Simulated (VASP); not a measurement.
# Te in VASP: further runs

Runs on Te. Level: PBE. Tasks: single point, relaxation of cell and atoms.

All numbers are computed with VASP 6.6.1; they aren't measurements. Logs are shortened: lines on timing, memory, paths and dates and some standing lists are left out, and cuts for length are marked.

### Step 1. The cell of the first run

The typed cell holds 1 atom: a = 2.981 Å, b = 3.332 Å, c = 3.335 Å, α = 90.00°, β = 90.00°, γ = 90.00°.

### Step 2. Single point, PBE

File INCAR:

```
SYSTEM = Te
PREC = Accurate
ENCUT = 520
EDIFF = 1E-7
ISMEAR = 0
SIGMA = 0.1
LREAL = .FALSE.
LASPH = .TRUE.
NELM = 100
ALGO = Normal
ISIF = 2
LWAVE = .FALSE.
LCHARG = .FALSE.
GGA = PE
NBANDS = 9
```

File KPOINTS:

```
regular mesh
0
G
  6 6 6
  0 0 0
```

File POSCAR:

```
Te
1.0
    2.9800456486      0.0000000000      0.0891807364
    0.0000000000      3.3323863066      0.0000000000
   -0.0996916928      0.0000000000      3.3332438079
Te
1
Direct
    0.0000000000      0.0000000000      0.5000000000
```

Potentials or basis: VASP PAW PBE potentials, release 64 (Te).

Run with:

```bash
cat potpaw_PBE.64/Te/POTCAR > POTCAR
mpirun -np 1 vasp_std > vasp.out
```

OUTCAR:

```text
SYSTEM = Te
   PREC = Accurate
   ENCUT = 520
   EDIFF = 1E-7
   ISMEAR = 0
   LREAL = .FALSE.
   LASPH = .TRUE.
   NELM = 100
   ISIF = 2
   GGA = PE

 ion  position               nearest neighbor table
   1  0.000  0.000  0.500-

  LATTYP: Found a simple monoclinic cell.
 ALAT       =     2.9813797597
 B/A-ratio  =     1.1177329207
 C/A-ratio  =     1.1185204665
 COS(beta)  =    -0.0000176363

  Lattice vectors:

 A1 = (   2.9800456486,   0.0000000000,   0.0891807364)
 A2 = (   0.0000000000,  -3.3323863066,   0.0000000000)
 A3 = (   0.0996916928,   0.0000000000,  -3.3332438079)

Analysis of symmetry for initial positions (statically):
=====================================================================
 Subroutine PRICEL returns:
 Original cell was already a primitive cell.

 Routine SETGRP: Setting up the symmetry group for a
 simple monoclinic supercell.

 Subroutine GETGRP returns: Found  4 space group operations
 (whereof  4 operations were pure point group operations)
 out of a pool of  4 trial point group operations.

The static configuration has the point symmetry C_2h.

Analysis of symmetry for dynamics (positions and initial velocities):
=====================================================================
 Subroutine PRICEL returns:
 Original cell was already a primitive cell.

 Routine SETGRP: Setting up the symmetry group for a
 simple monoclinic supercell.

 Subroutine GETGRP returns: Found  4 space group operations
 (whereof  4 operations were pure point group operations)
 out of a pool of  4 trial point group operations.

The dynamic configuration has the point symmetry C_2h.

 Subroutine INISYM returns: Found  4 space group operations
 (whereof  4 operations are pure point group operations),
 and found     1 'primitive' translations

----------------------------------------------------------------------------------------

                                     Primitive cell

  volume of cell :      33.1309

  direct lattice vectors                    reciprocal lattice vectors
     2.980045649  0.000000000  0.089180736     0.335265255  0.000000000  0.010027218
     0.000000000  3.332386307  0.000000000     0.000000000  0.300085257  0.000000000
    -0.099691693  0.000000000  3.333243808    -0.008970002  0.000000000  0.299739780

  length of vectors
     2.981379760  3.332386307  3.334734280     0.335415170  0.300085257  0.299873968

  position of ions in fractional coordinates (direct lattice)
     0.000000000  0.000000000  0.500000000

  ion indices of the primitive-cell ions
   primitive index   ion index
                 1           1

----------------------------------------------------------------------------------------

 KPOINTS: regular mesh

Automatic generation of k-mesh.
 Grid dimensions read from file:
 generate k-points for:    6    6    6

 Generating k-lattice:

  Cartesian coordinates                     Fractional coordinates (reciprocal lattice)
     0.055877543  0.000000000  0.001671203     0.166666667  0.000000000  0.000000000
     0.000000000  0.050014209  0.000000000     0.000000000  0.166666667  0.000000000
    -0.001495000  0.000000000  0.049956630     0.000000000  0.000000000  0.166666667

  Length of vectors
     0.055902528  0.050014209  0.049978995

  Shift w.r.t. Gamma in fractional coordinates (k-lattice)
     0.000000000  0.000000000  0.000000000

 Subroutine IBZKPT returns following result:
 ===========================================

 Found     80 irreducible k-points:

 Following reciprocal coordinates:
            Coordinates               Weight
  0.000000  0.000000  0.000000      1.000000
  0.166667  0.000000  0.000000      2.000000
  0.333333  0.000000  0.000000      2.000000
  0.500000  0.000000  0.000000      1.000000
  0.000000  0.166667  0.000000      2.000000
  0.166667  0.166667  0.000000      4.000000
[... 16 lines left out ...]
  0.000000  0.166667  0.166667      4.000000
  0.166667  0.166667  0.166667      4.000000
 [... further k-points ...]
   k-points           NKPTS =     80   k-points in BZ     NKDIM =     80   number of bands    NBANDS=      9
   number of dos      NEDOS =    301   number of ions     NIONS =      1
   total plane-waves  NPLWV =  18816
   dimension x,y,z NGX =    24 NGY =   28 NGZ =   28
   dimension x,y,z NGXF=    48 NGYF=   56 NGZF=   56
   ions per type =               1
   NGX,Y,Z   is equivalent  to a cutoff of  13.38, 13.97, 13.96 a.u.
   NGXF,Y,Z  is equivalent  to a cutoff of  26.77, 27.94, 27.92 a.u.
 SYSTEM =  Te
   PREC   = accura    normal or accurate (medium, high low for compatibility)
   ISTART =      0    job   : 0-new  1-cont  2-samecut
   ICHARG =      2    charge: 1-file 2-atom 10-const
   ISPIN  =      1    spin polarized calculation?
   LNONCOLLINEAR =      F non collinear calculations
   LSORBIT =      F    spin-orbit coupling
   LASPH  =      T    aspherical Exc in radial PAW
   ENCUT  =  520.0 eV  38.22 Ry    6.18 a.u.   5.54  6.20  6.20*2*pi/ulx,y,z
   NELM   =    100;   NELMIN=  2; NELMDL= -5     # of ELM steps
   EDIFF  = 0.1E-06   stopping-criterion for ELM
   LREAL  =      F    real-space projection
   EDIFFG = 0.1E-05   stopping-criterion for IOM
   NSW    =      0    number of steps for IOM
   IBRION =     -1    ionic relax: 0-MD 1-quasi-New 2-CG
   NFREE  =      0    steps in history (QN), initial steepest desc. (CG)
   ISIF   =      2    stress and relaxation
   ISYM   =      2    0-nonsym 1-usesym 2-fastsym
   POTIM  = 0.5000    time-step for ionic-motion
   TEBEG  =    0.0;   TEEND  =   0.0 temperature during run
   PSTRESS=    0.0 pullay stress
   NELECT =       6.0000    total number of electrons
   NUPDOWN=      -1.0000    fix difference up-down
   EMIN   =  10.00;   EMAX   =-10.00  energy-range for DOS
   EFERMI =   0.00;   METHOD = LEGACY
   ISMEAR =     0;   SIGMA  =   0.10  broadening in eV -4-tet -1-fermi 0-gaus
   EFERMI_NEDOS =   21; number of points for ismear=-14 and -15
   IALGO  =     38    algorithm
   IMIX   =      4    mixing-type and parameters
     AMIX     =   0.40;   BMIX     =  1.00
     AMIX_MAG =   1.60;   BMIX_MAG =  1.00
  volume/ion in A,a.u.               =      33.13       223.58
  Fermi-wavevector in a.u.,A,eV,Ry     =   0.926220  1.750301 11.672203  0.857883
  Thomas-Fermi vector in A             =   2.052158
   LORBIT       =      0    0 simple, 1 ext, 2 COOP (PROOUT), +10 PAW based schemes
   GGA     = PE    functional components
   LHFCALC =     F    Hartree Fock is set to
   AEXX    =    0.0000 exact exchange contribution
   IVDW    =     0    specifies the selected vdW correction
   LEPSILON=     F    determine dielectric tensor
   LRPA    =     F    only Hartree local field effects (RPA)
 non-spin polarized calculation
 Gauss-broadening in eV      SIGMA  =   0.10
  energy-cutoff  :      520.00
  volume of cell :       33.13
 maximum number of plane-waves:       912
 NGX is ok and might be reduce to    24
   NGX = 11   NGY = 13   NGZ = 13

 number of electron       6.0000000 magnetization

 Free energy of the ion-electron system (eV)
  ---------------------------------------------------
  ext. energy  EPLUGINS =         0.00000000
  ---------------------------------------------------
  free energy    TOTEN  =        -3.00144729 eV

  energy without entropy =       -2.99972839  energy(sigma->0) =       -3.00058784

 E-fermi :   6.3634     XC(G=0):  -9.2135

 val. band max:        6.1551567327   @ k =   0.1667   0.1667   0.0000
 cond. band min:       6.4110133047   @ k =  -0.1667   0.1667   0.1667
 fundamental gap:      0.2558565720
 Fermi energy:         6.3633583241

 k-point     1 :       0.0000    0.0000    0.0000
  band No.  band energies     occupation
      1      -7.3815      2.00000
      2       6.5371      0.01403
      3       6.5510      0.00796
      4       9.2427      0.00000
      5      11.4608      0.00000
      6      11.7988      0.00000
      7      14.2580      0.00000
      8      22.1986      0.00000
      9      23.2010      0.00000

 k-point     2 :       0.1667    0.0000    0.0000
  band No.  band energies     occupation
      1      -6.9542      2.00000
      2       5.9008      2.00000
      3       6.9327      0.00000
      4       6.9466      0.00000
      5      11.9327      0.00000
      6      12.1791      0.00000
      7      18.0247      0.00000
      8      20.4971      0.00000
      9      20.5109      0.00000

 k-point     3 :       0.3333    0.0000    0.0000
  band No.  band energies     occupation
      1      -5.7799      2.00000
      2       1.9154      2.00000
      3       7.9109      0.00000
      4       7.9249      0.00000
      5      13.1829      0.00000
      6      13.2646      0.00000
      7      17.2607      0.00000
      8      17.2754      0.00000
      9      18.3137      0.00000

 k-point     4 :       0.5000    0.0000    0.0000
  band No.  band energies     occupation
      1      -4.7907      2.00000
      2      -0.0638      2.00000
      3       8.5678      0.00000
      4       8.5817      0.00000
      5      14.3270      0.00000
      6      15.0803      0.00000
      7      15.5668      0.00000
      8      15.8419      0.00000
      9      15.8569      0.00000
[... 205 lines left out ...]
 k-point    22 :      -0.1667    0.0000    0.1667
  band No.  band energies     occupation
      1      -6.6959      2.00000
      2       4.7551      2.00000
      3       6.1541      1.99692
      4       7.1715      0.00000
      5      12.3515      0.00000
      6      14.7876      0.00000
      7      17.4064      0.00000
      8      18.9080      0.00000
      9      19.7142      0.00000

 k-point    23 :       0.0000    0.1667    0.1667
  band No.  band energies     occupation
      1      -6.8654      2.00000
      2       4.5800      2.00000
      3       4.6354      2.00000
      4       9.6913      0.00000
      5      14.1841      0.00000
      6      14.7666      0.00000
      7      14.8950      0.00000
      8      17.0637      0.00000
      9      22.1363      0.00000

 k-point    24 :       0.1667    0.1667    0.1667
  band No.  band energies     occupation
      1      -6.4370      2.00000
      2       4.9805      2.00000
      3       5.0333      2.00000
      4       6.4111      0.49953
      5      14.5893      0.00000
      6      15.2378      0.00000
      7      17.0431      0.00000
      8      17.5179      0.00000
      9      18.1908      0.00000

 [... further k-points ...]

------------------------ aborting loop because EDIFF is reached ----------------------------------------

  FORCE on cell =-STRESS in cart. coord.  units (eV):
  Direction    XX          YY          ZZ          XY          YZ          ZX
  --------------------------------------------------------------------------------------
  -------------------------------------------------------------------------------------
  Total        0.0092769     -0.0032213     -0.0231783      0.0000000      0.0000000      0.0009256
  in kB        0.4486205     -0.1557767     -1.1208776      0.0000000      0.0000000      0.0447633
  external PRESSURE =      -0.2760113 kB  Pullay stress =       0.0000000 kB

 VOLUME and BASIS-vectors are now :
 -----------------------------------------------------------------------------
  energy-cutoff  :      520.00
  volume of cell :       33.13
      direct lattice vectors                 reciprocal lattice vectors
     2.980045649  0.000000000  0.089180736     0.335265255  0.000000000  0.010027218
     0.000000000  3.332386307  0.000000000     0.000000000  0.300085257  0.000000000
    -0.099691693  0.000000000  3.333243808    -0.008970002  0.000000000  0.299739780

 POSITION                                       TOTAL-FORCE (eV/Angst)
 -----------------------------------------------------------------------------------
     -0.04985      0.00000      1.66662        -0.000000      0.000000      0.000000
 -----------------------------------------------------------------------------------
    total drift:                               -0.000000      0.000000     -0.000000

  FREE ENERGIE OF THE ION-ELECTRON SYSTEM (eV)
  ---------------------------------------------------
  free  energy   TOTEN  =        -3.0014472932 eV

  energy  without entropy=       -2.9997283924  energy(sigma->0) =       -3.00058784
```

Wall time 13 s (1 thread of Intel Xeon Platinum 8259CL at 2.50GHz (Skylake/Cascade Lake), shared host); peak memory 0.16 GiB.

What came out:

- Free energy: -3.0014 eV
- Pressure: 0.0 GPa
- Band gap on the k mesh: zero (band 3 reaches 8.57 eV, above the bottom of band 4 at 3.95 eV)

Caveat: spin-orbit coupling is left out, which moves the levels of the heavy elements.

### Step 3. Relaxation of cell and atoms, PBE

File INCAR:

```
SYSTEM = Te
PREC = Accurate
ENCUT = 600
EDIFF = 1E-6
ISMEAR = 0
SIGMA = 0.1
LREAL = .FALSE.
LASPH = .TRUE.
NELM = 60
ALGO = Normal
ISIF = 3
LWAVE = .FALSE.
LCHARG = .FALSE.
GGA = PE
IBRION = 2
NSW = 100
EDIFFG = -0.01
```

File KPOINTS:

```
Automatic mesh
0
G
  16 16 18
  0 0 0
```

File POSCAR:

```
Te
1.0
    3.3335602931      0.0000000000      0.0000000000
    0.0000000000      3.3335602931      0.0000000000
    0.0000000000      0.0000000000      2.9813797597
Te
1
Direct
    0.0000000000      0.0000000000      0.0000000000
```

Potentials or basis: VASP PAW PBE potentials, release 64 (Te).

Run with:

```bash
cat potpaw_PBE.64/Te/POTCAR > POTCAR
mpirun -np 1 vasp_std > vasp.out
```

OUTCAR:

```text
SYSTEM = Te
   PREC = Accurate
   ENCUT = 600
   EDIFF = 1E-6
   ISMEAR = 0
   LREAL = .FALSE.
   LASPH = .TRUE.
   NELM = 60
   ISIF = 3
   GGA = PE
   IBRION = 2
   NSW = 100
   EDIFFG = -0.01

 ion  position               nearest neighbor table
   1  0.000  0.000  0.000-

  LATTYP: Found a simple tetragonal cell.
 ALAT       =     3.3335602931
 C/A-ratio  =     0.8943530333

  Lattice vectors:

 A1 = (   3.3335602931,   0.0000000000,   0.0000000000)
 A2 = (   0.0000000000,   3.3335602931,   0.0000000000)
 A3 = (   0.0000000000,   0.0000000000,   2.9813797597)

Analysis of symmetry for initial positions (statically):
=====================================================================
 Subroutine PRICEL returns:
 Original cell was already a primitive cell.

 Routine SETGRP: Setting up the symmetry group for a
 simple tetragonal supercell.

 Subroutine GETGRP returns: Found 16 space group operations
 (whereof 16 operations were pure point group operations)
 out of a pool of 16 trial point group operations.

The static configuration has the point symmetry D_4h.

Analysis of symmetry for dynamics (positions and initial velocities):
=====================================================================
 Subroutine PRICEL returns:
 Original cell was already a primitive cell.

 Routine SETGRP: Setting up the symmetry group for a
 simple tetragonal supercell.

 Subroutine GETGRP returns: Found 16 space group operations
 (whereof 16 operations were pure point group operations)
 out of a pool of 16 trial point group operations.

The dynamic configuration has the point symmetry D_4h.

 Subroutine INISYM returns: Found 16 space group operations
 (whereof 16 operations are pure point group operations),
 and found     1 'primitive' translations

[... 123 lines left out ...]
 conjugate gradient relaxation of ions
 non-spin polarized calculation
 Gauss-broadening in eV      SIGMA  =   0.10
  energy-cutoff  :      600.00
  volume of cell :       33.13
 maximum number of plane-waves:      1132
 NGX is ok and might be reduce to    28
   NGX = 13   NGY = 13   NGZ = 11

--------------------------------------- Ionic step        1  -------------------------------------------

 number of electron       6.0000000 magnetization

 Free energy of the ion-electron system (eV)
  ---------------------------------------------------
  ext. energy  EPLUGINS =         0.00000000
  ---------------------------------------------------
  free energy    TOTEN  =        -3.03931594 eV

  energy without entropy =       -3.03494615  energy(sigma->0) =       -3.03713105

------------------------ aborting loop because EDIFF is reached ----------------------------------------

  FORCE on cell =-STRESS in cart. coord.  units (eV):
  Direction    XX          YY          ZZ          XY          YZ          ZX
  --------------------------------------------------------------------------------------
  -------------------------------------------------------------------------------------
  Total       -0.4522495     -0.4522495      1.3268931      0.0000000     -0.0000000      0.0000000
  in kB      -21.8702983    -21.8702983     64.1671249      0.0000000     -0.0000000      0.0000000
  external PRESSURE =       6.8088427 kB  Pullay stress =       0.0000000 kB
[... 127 lines left out ...]
--------------------------------------- Ionic step        5  -------------------------------------------

 number of electron       6.0000000 magnetization

 Free energy of the ion-electron system (eV)
  ---------------------------------------------------
  ext. energy  EPLUGINS =         0.00000000
  ---------------------------------------------------
  free energy    TOTEN  =        -3.10134670 eV

  energy without entropy =       -3.09859046  energy(sigma->0) =       -3.09996858

 E-fermi :   6.3974     XC(G=0):  -9.2735

 val. band max:        6.3897670954   @ k =   0.1250   0.0625   0.2222
 cond. band min:       6.4263280419   @ k =   0.3125   0.1875   0.1667
 fundamental gap:      0.0365609465
 Fermi energy:         6.3973524544

 k-point     1 :       0.0000    0.0000    0.0000
  band No.  band energies     occupation
      1      -7.1768      2.00000
      2       7.5013      0.00000
      3       7.5013      0.00000
      4       7.7943      0.00000
      5      12.4022      0.00000
      6      12.4634      0.00000
      7      12.9581      0.00000
[... 221 lines left out ...]
 k-point    24 :       0.5000    0.1250    0.0000
  band No.  band energies     occupation
      1      -5.3356      2.00000
      2       0.6719      2.00000
      3       7.2836      0.00000
      4       9.2666      0.00000
      5      13.7090      0.00000
      6      15.0087      0.00000
      7      17.1110      0.00000

 [... further k-points ...]

------------------------ aborting loop because EDIFF is reached ----------------------------------------

  FORCE on cell =-STRESS in cart. coord.  units (eV):
  Direction    XX          YY          ZZ          XY          YZ          ZX
  --------------------------------------------------------------------------------------
  -------------------------------------------------------------------------------------
  Total        0.0001307      0.0001307      0.0002833      0.0000000     -0.0000000      0.0000000
  in kB        0.0063951      0.0063951      0.0138589      0.0000000     -0.0000000      0.0000000
  external PRESSURE =       0.0088830 kB  Pullay stress =       0.0000000 kB
[... 16 lines left out ...]
  FREE ENERGIE OF THE ION-ELECTRON SYSTEM (eV)
  ---------------------------------------------------
  free  energy   TOTEN  =        -3.1013466990 eV

  energy  without entropy=       -3.0985904579  energy(sigma->0) =       -3.09996858

 reached required accuracy - stopping structural energy minimisation
```

OSZICAR:

```text
N       E                     dE             d eps       ncg     rms          rms(c)
DAV:   1     0.130831244013E+02    0.13083E+02   -0.24967E+03  6307   0.733E+02
DAV:   2    -0.269187967453E+01   -0.15775E+02   -0.15107E+02  8813   0.791E+01
DAV:   3    -0.303282825155E+01   -0.34095E+00   -0.33489E+00  7518   0.133E+01
[... 34 lines left out ...]
DAV:   2    -0.310186138826E+01    0.10496E-02   -0.15479E-03  7287   0.290E-01    0.120E-01
DAV:   3    -0.310135220253E+01    0.50919E-03   -0.10998E-03  6853   0.173E-01    0.114E-01
DAV:   4    -0.310134541651E+01    0.67860E-05   -0.35547E-05  9457   0.405E-02    0.126E-01
DAV:   5    -0.310134659320E+01   -0.11767E-05   -0.19014E-06  6986   0.101E-02    0.110E-02
DAV:   6    -0.310134669899E+01   -0.10579E-06   -0.10764E-07  3864   0.264E-03
   5 F= -.31013467E+01 E0= -.30999686E+01  d E =-.484475E-02
```

Wall time 2.7 min (1 thread of Intel Xeon Platinum 8259CL at 2.50GHz (Skylake/Cascade Lake), shared host); peak memory 0.27 GiB.

Results:

| Property | Result |
| --- | --- |
| Free energy | -3.1013 eV |
| Relaxed volume | 32.75 Å³/atom |
| Relaxed cell | a = 3.213 Å, b = 3.213 Å, c = 3.172 Å, α = 90.00°, β = 90.00°, γ = 90.00° |
| Space group after relaxing (to 0.05 Å) | Pm-3m (No. 221) |
| Energy gained by relaxing | 62.0 meV/atom |
| Ionic steps | 5 |
| Pressure after relaxing | 0.0 GPa |
| Band gap on the k mesh | zero (band 3 reaches 8.93 eV, above the bottom of band 4 at 3.51 eV) |

Step by step:
```tsv
step	energy change (eV)	largest force (eV/Å)	pressure (GPa)	volume (Å³)
1	0.0000	0.0000	0.68	33.13
2	-0.0571	0.0000	-1.34	33.73
3	-0.0572	0.0000	-1.38	33.75
4	-0.0614	0.0000	0.53	32.42
5	-0.0620	0.0000	0.00	32.75
```

Final structure:
```yaml
crystal:
  lattice:
    - [3.21335, 0.00000, 0.00000]
    - [0.00000, 3.21335, 0.00000]
    - [0.00000, 0.00000, 3.17211]
  atoms:
    - { symbol: Te, position: [0.00000, 0.00000, 0.00000] }
```

Caveat: spin-orbit coupling is left out, which moves the levels of the heavy elements.
